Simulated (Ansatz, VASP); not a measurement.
## Two plane-wave programs on BN

File POSCAR:

```
BN
1.0
    2.5439493114      0.0000000000      0.0000000000
   -1.2719746557      2.2031247296      0.0000000000
    0.0000000000      0.0000000000      4.2078167820
B N
2 2
Direct
    0.6666666667      0.3333333333      0.0002035746
    0.3333333333      0.6666666667      0.5002035746
    0.6666666667      0.3333333333      0.3747964254
    0.3333333333      0.6666666667      0.8747964254
```

Contents of INCAR.step1:

```
SYSTEM = BN
PREC = Accurate
ENCUT = 520
ISMEAR = 0
SIGMA = 0.01
LREAL = .FALSE.
LASPH = .TRUE.
NELM = 80
NBANDS = 16
GGA = PE
ALGO = Normal
EDIFF = 1E-4
LWAVE = .TRUE.
LCHARG = .FALSE.
```

INCAR.step2

```
SYSTEM = BN
PREC = Accurate
ENCUT = 520
EDIFF = 1E-6
ISMEAR = 0
SIGMA = 0.01
LREAL = .FALSE.
LASPH = .TRUE.
NELM = 80
ALGO = Normal
ISIF = 2
LWAVE = .FALSE.
LCHARG = .TRUE.
METAGGA = R2SCAN
LMIXTAU = .TRUE.
LELF = .TRUE.
LVHAR = .TRUE.
NBANDS = 16
ISTART = 1
```

The input KPOINTS:

```
regular mesh
0
G
  9 9 6
  0 0 0
```

Input for Ansatz:

```yaml
crystal:
  lattice:
    - [2.5439493114, 0.0, 0.0]
    - [-1.2719746557, 2.2031247296, 0.0]
    - [0.0, 0.0, 4.207816782]
  atoms:
    - { symbol: B, position: [0.6666666667, 0.3333333333, 0.0002035746] }
    - { symbol: B, position: [0.3333333333, 0.6666666667, 0.5002035746] }
    - { symbol: "N", position: [0.6666666667, 0.3333333333, 0.3747964254] }
    - { symbol: "N", position: [0.3333333333, 0.6666666667, 0.8747964254] }
kpoints:
  mp_grid: { grid: [9, 9, 6] }
hamiltonian:
  xc: r2scan
scf:
  occupations: { method: fixed }
  n_extra_bands: 5
output:
  forces: true
  stress: true
  eigenvalues: true
```

Alike in both runs: task single point; functional r2SCAN; k mesh 9 × 9 × 6; no spin polarisation.

|  | VASP | Ansatz |
| --- | --- | --- |
| version | VASP 6.6.1 | Ansatz 0.2.0 |
| potentials or method | VASP PAW PBE potentials, release 64 (B, N) | plane waves, PAW |
| plane-wave cutoff (eV) | 520 | 500 |
| occupations | gaussian, width 0.01 eV | fixed |
| valence electrons in the cell | 16 | 16 |

Ansatz gave:

* gap on the k mesh at the Fermi level (eV): 5.75
* pressure (GPa): 0.0

Task: Which values does VASP return?

Result: gap on the k mesh at the Fermi level (eV): 5.72; pressure (GPa): 1.1.

VASP's potentials were made for PBE, not for r2SCAN.
